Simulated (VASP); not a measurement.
Here is a VASP 6.6.1 calculation.

File POSCAR:

```
Ti4C5
1.0
    3.0603581490      0.0000000000      0.0000000000
   -1.5301790745      2.6503479017      0.0000000000
    0.0000000000      0.0000000000     26.9950878602
C Ti
5 4
Direct
    0.3333333333      0.6666666667      0.3148720998
    0.0000000000      0.0000000000      0.4074360499
    0.6666666667      0.3333333333      0.4998619329
    0.3333333333      0.6666666667      0.5921066377
    0.0000000000      0.0000000000      0.6791087501
    0.6666666667      0.3333333333      0.3611540749
    0.3333333333      0.6666666667      0.4537180250
    0.0000000000      0.0000000000      0.5461267272
    0.6666666667      0.3333333333      0.6389640328
```

Contents of INCAR.step1:

```
PREC     = Accurate       # precision mode
ENCUT    = 520            # plane-wave cutoff, eV
ISMEAR   = 0              # smearing method
SIGMA    = 0.1            # smearing width, eV
LREAL    = False          # projectors in reciprocal space
LASPH    = True           # aspherical terms in the spheres
NELM     = 60             # most SCF steps
LDIPOL   = True         
IDIPOL   = 3            
DIPOL    = 0.5 0.5 0.499
NBANDS   = 44             # bands
GGA      = PE             # functional
ALGO     = Normal         # electronic algorithm
EDIFF    = 1E-4           # SCF threshold, eV
LWAVE    = True           # write WAVECAR
LCHARG   = False          # write CHGCAR
```

Contents of INCAR.step2:

```
PREC     = Accurate       # precision mode
ENCUT    = 520            # plane-wave cutoff, eV
EDIFF    = 1E-6           # SCF threshold, eV
ISMEAR   = 0              # smearing method
SIGMA    = 0.1            # smearing width, eV
LREAL    = False          # projectors in reciprocal space
LASPH    = True           # aspherical terms in the spheres
NELM     = 60             # most SCF steps
ALGO     = Normal         # electronic algorithm
ISIF     = 2              # what is computed and relaxed
LWAVE    = False          # write WAVECAR
LCHARG   = False          # write CHGCAR
LDIPOL   = True         
IDIPOL   = 3            
DIPOL    = 0.5 0.5 0.499
METAGGA  = R2SCAN         # meta-GGA
LMIXTAU  = True         
NBANDS   = 44             # bands
ISTART   = 1
```

Contents of KPOINTS:

```
Automatic mesh
0
Gamma
  12 12 1
```

Potentials or basis: VASP PAW PBE potentials, release 64 (C, Ti_sv).

Launch:

```sh
$ cat potpaw_PBE.64/C/POTCAR potpaw_PBE.64/Ti_sv/POTCAR > POTCAR
$ cp INCAR.step1 INCAR
$ mpirun -np 1 vasp_std > vasp.out
$ cp INCAR.step2 INCAR
$ mpirun -np 1 vasp_std > vasp.out
```

Question: Predict the largest force.

Answer: 1.080 eV/Å.

Question: Estimate the band gap on the k mesh.

Answer: Zero (bands 34 and 35 overlap by 1.47 eV).

Forces on the atoms (eV/Å):
```
C    0.000  0.000  1.080
C    0.000  0.000 -0.305
C    0.000  0.000 -0.011
C    0.000  0.000  0.003
C    0.000  0.000  0.038
Ti   0.000  0.000 -0.979
Ti   0.000  0.000  0.156
Ti   0.000  0.000  0.003
Ti   0.000  0.000  0.014
```

Caveat: the PAW data sets were made with another functional, which shifts forces and pressure a little.
